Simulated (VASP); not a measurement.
Input of a VASP 6.6.1 run:

POSCAR

```
ScAl3
1.0
    4.0878000000      0.0000000000      0.0000000000
    0.0000000000      4.0878000000      0.0000000000
    0.0000000000      0.0000000000      4.0878000000
Sc Al
1 3
Direct
    0.0000000000      0.0000000000      0.0000000000
    0.5000000000      0.0000000000      0.5000000000
    0.0000000000      0.5000000000      0.5000000000
    0.5000000000      0.5000000000      0.0000000000
```

Contents of INCAR.step1:

```
SYSTEM = ScAl3
PREC     = Accurate       ! precision mode
ENCUT    = 520            ! plane-wave cutoff, eV
ISMEAR   = 1              ! smearing method
SIGMA    = 0.1            ! smearing width, eV
LREAL    = .FALSE.        ! projectors in reciprocal space
LASPH    = .TRUE.         ! aspherical terms in the spheres
NELM     = 100            ! most SCF steps
NBANDS   = 18             ! bands
GGA      = PE             ! functional
ALGO     = Normal         ! electronic algorithm
EDIFF    = 1E-4           ! SCF threshold, eV
LWAVE    = .TRUE.         ! write WAVECAR
LCHARG   = .FALSE.        ! write CHGCAR
```

The input INCAR.step2:

```
SYSTEM = ScAl3
PREC     = Accurate       ! precision mode
ENCUT    = 520            ! plane-wave cutoff, eV
EDIFF    = 1E-6           ! SCF threshold, eV
ISMEAR   = 1              ! smearing method
SIGMA    = 0.1            ! smearing width, eV
LREAL    = .FALSE.        ! projectors in reciprocal space
LASPH    = .TRUE.         ! aspherical terms in the spheres
NELM     = 100            ! most SCF steps
ALGO     = Normal         ! electronic algorithm
ISIF     = 2              ! what is computed and relaxed
LWAVE    = .FALSE.        ! write WAVECAR
LCHARG   = .FALSE.        ! write CHGCAR
METAGGA  = R2SCAN         ! meta-GGA
LMIXTAU  = .TRUE.       
NBANDS   = 18             ! bands
ISTART   = 1
```

File KPOINTS:

```
regular mesh
0
G
  6 6 6
  0 0 0
```

Potentials or basis: VASP PAW PBE potentials, release 64 (Sc_sv, Al).

The run is started by

```sh
$ cat potpaw_PBE.64/Sc_sv/POTCAR potpaw_PBE.64/Al/POTCAR > POTCAR
$ cp INCAR.step1 INCAR
$ mpirun -np 1 vasp_std > vasp.out
$ cp INCAR.step2 INCAR
$ mpirun -np 1 vasp_std > vasp.out
```

Task: Estimate the pressure.

Result: -0.3 GPa.

Task: Predict the band gap on the k mesh.

Result: Zero (band 10 reaches 8.29 eV, above the bottom of band 11 at 4.03 eV).

Caveat: the PAW data sets were made with another functional, which shifts forces and pressure a little.
